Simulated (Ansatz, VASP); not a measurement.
## Two plane-wave programs on SnSe

The input POSCAR:

```
SnSe
1.0
    4.2853274191      0.0000000000      0.0000000000
    0.0000000000      4.2853274191      0.0000000000
    0.0000000000      0.0000000000     10.9906921300
Sn Se
2 2
Direct
    0.5000000000      0.0000000000      0.3722291100
    0.0000000000      0.5000000000      0.6277708900
    0.5593486291      0.0593486291      0.6146470050
    0.0000000000      0.5000000000      0.3839605100
```

File INCAR.step1:

```
  PREC = Accurate
  ENCUT = 520
  ISMEAR = 0
  SIGMA = 0.05
  LREAL = F
  LASPH = T
  NELM = 100
  NBANDS = 28
  GGA = PE
  ALGO = Normal
  EDIFF = 1E-4
  LWAVE = T
  LCHARG = F
```

The input INCAR.step2:

```
  PREC = Accurate
  ENCUT = 520
  EDIFF = 1E-6
  ISMEAR = 0
  SIGMA = 0.05
  LREAL = F
  LASPH = T
  NELM = 100
  ALGO = Normal
  ISIF = 2
  LWAVE = F
  LCHARG = F
  METAGGA = R2SCAN
  LMIXTAU = T
  NBANDS = 28
  ISTART = 1
```

File KPOINTS:

```
Automatic mesh
0
Gamma
  6 6 4
```

Input for Ansatz:

```yaml
crystal:
  lattice:
    - [4.2853274191, 0.0, 0.0]
    - [0.0, 4.2853274191, 0.0]
    - [0.0, 0.0, 10.99069213]
  atoms:
    - { symbol: Sn, position: [0.5, 0.0, 0.37222911] }
    - { symbol: Sn, position: [0.0, 0.5, 0.62777089] }
    - { symbol: Se, position: [0.5593486291, 0.0593486291, 0.614647005] }
    - { symbol: Se, position: [0.0, 0.5, 0.38396051] }
basis:
  ecutwfc: 500
kpoints:
  mp_grid: { grid: [6, 6, 4] }
hamiltonian:
  xc: r2scan
scf:
  occupations: { method: gaussian, width: 0.05 }
output:
  forces: true
  stress: true
  eigenvalues: true
```

Alike in both runs: task single point; functional r2SCAN; k mesh 6 × 6 × 4; occupations gaussian, width 0.05 eV; no spin polarisation.

|  | VASP | Ansatz |
| --- | --- | --- |
| version | VASP 6.6.1 | Ansatz 0.2.0 |
| potentials or method | VASP PAW PBE potentials, release 64 (Sn_d, Se), cutoff 520 eV | scalar-relativistic, plane waves, PAW |
| valence electrons in the cell | 40 | 60 |

|  | VASP | Ansatz | Ansatz less VASP |
| --- | --- | --- | --- |
| gap on the k mesh at the Fermi level (eV) | 1.66 | 1.66 | +0.005 |
| least direct gap on the mesh (eV) | 1.66 | 1.66 | +0.005 |
| rms of the force components (eV/Å) | 0.321 | 0.316 | -0.0049 |

VASP's potentials were made for PBE, not for r2SCAN. Atom by atom the forces differ by 0.009 eV/Å (rms over components). The functional is the same, so the differences come from potentials, cutoffs and numerics. VASP's potentials hold 40 valence electrons a cell and Ansatz's 60, so a difference there can come from the potentials and not from the codes.
